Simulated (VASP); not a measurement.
## KI: dielectric tensor with PBE

KI:

```
CELL_PARAMETERS angstrom
4.29109 0.00000 0.00000
0.00000 4.29109 0.00000
0.00000 0.00000 4.29109
ATOMIC_POSITIONS crystal
K 0.00000 0.00000 0.00000
I 0.50000 0.50000 0.50000
```

| Item | Value |
| --- | --- |
| Program | VASP 6.6.1 |
| Task | dielectric tensor |
| Functional | PBE |
| Potentials or basis | VASP PAW PBE potentials, release 64 (K_sv, I) |
| Cutoff | 520 eV |
| k mesh | 6 × 6 × 6 |
| Occupations | gaussian, width 0.01 eV |
| Spin | no spin polarisation |
| Dipole correction | no |
| Further INCAR settings | ALGO = Normal; EDIFF = 1e-08 |

- Band gap on the k mesh: 3.33 eV (least direct gap 3.69 eV)
- Electronic dielectric tensor (diagonal): 3.29
- Born charges (mean of the diagonal): K +1.26; I -1.26 e

Levels at points of the mesh, in eV from the valence-band top:
```
           k point  band 6  band 7  band 8  band 9  band 10  band 11
(0.00, 0.00, 0.00)   -0.36   -0.36   -0.36    3.33     4.76     4.76
(0.50, 0.00, 0.00)   -2.29   -0.29   -0.29    5.48     6.18     7.05
(0.50, 0.50, 0.00)   -1.71   -1.71    0.00    3.92     5.70     6.79
(0.50, 0.50, 0.50)   -1.66   -1.66   -1.66    5.63     5.63     5.63
```

Electronic dielectric tensor:
```
3.29 0.00 0.00
0.00 3.29 0.00
0.00 0.00 3.29
```

Born effective charge tensors (e):
atom 1, K
```
1.26 0.00 0.00
0.00 1.26 0.00
0.00 0.00 1.26
```
atom 2, I
```
-1.26  0.00  0.00
 0.00 -1.26  0.00
 0.00  0.00 -1.26
```

Run time: 120 s on 1 thread of Intel(R) Xeon(R) 6975P-C (Granite Rapids) (shared host), peak memory 0.27 GiB.

Caveat: spin-orbit coupling is left out, which moves the levels of the heavy elements. A k mesh can miss the band edges.
